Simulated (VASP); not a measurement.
Wanted: the native input for a VASP 6.6.1 run.

* Task: single point
* Functional: PBE
* Potentials or basis: VASP PAW PBE potentials, release 64 (B, P)
* Cutoff: 520 eV
* k mesh: 10 × 10 × 10
* Occupations: fermi-dirac, width 0.02 eV
* Spin: no spin polarisation
* Dipole correction: no
* Further INCAR settings: ALGO = Normal; EDIFF = 1e-06; NBANDS = 11

The structure of BP lies in POSCAR:

```
BP
1.0
    0.0000000000      2.2683156689      2.2002661989
    2.2683156689      0.0000000000      2.2002661989
    2.2683156689      2.2683156689      0.0000000000
B P
1 1
Direct
    0.0000000000      0.0000000000      0.0000000000
    0.2500000000      0.2500000000      0.2500000000
```

This cell differs from its parent crystal: uniaxial z strain -3.0%.

These files were run (other wordings do the same):

INCAR

```
SYSTEM = BP
  ALGO = Normal
  EDIFF = 1E-6
  ENCUT = 520
  GGA = PE
  ISIF = 2
  ISMEAR = -1
  LASPH = .TRUE.
  LCHARG = .FALSE.
  LREAL = .FALSE.
  LWAVE = .FALSE.
  NBANDS = 11
  NELM = 80
  PREC = Accurate
  SIGMA = 0.02
```

KPOINTS

```
k-points
0
G
  10 10 10
  0 0 0
```

Potentials or basis: VASP PAW PBE potentials, release 64 (B, P).

Launch:

```sh
$ cat potpaw_PBE.64/B/POTCAR potpaw_PBE.64/P/POTCAR > POTCAR
$ mpirun -np 1 vasp_std > vasp.out
```

Results of the run:

```json
{
 "Pressure": "6.4 GPa",
 "Band gap on the k mesh": "0.74 eV, indirect (least direct gap 3.14 eV)"
}
```

Caveat: the cell differs from its parent crystal (uniaxial z strain -3.0%).

Run time: 14 s on 1 thread of AMD EPYC 7R13 Processor (Zen 3), with other jobs on the host, peak memory 0.12 GiB.
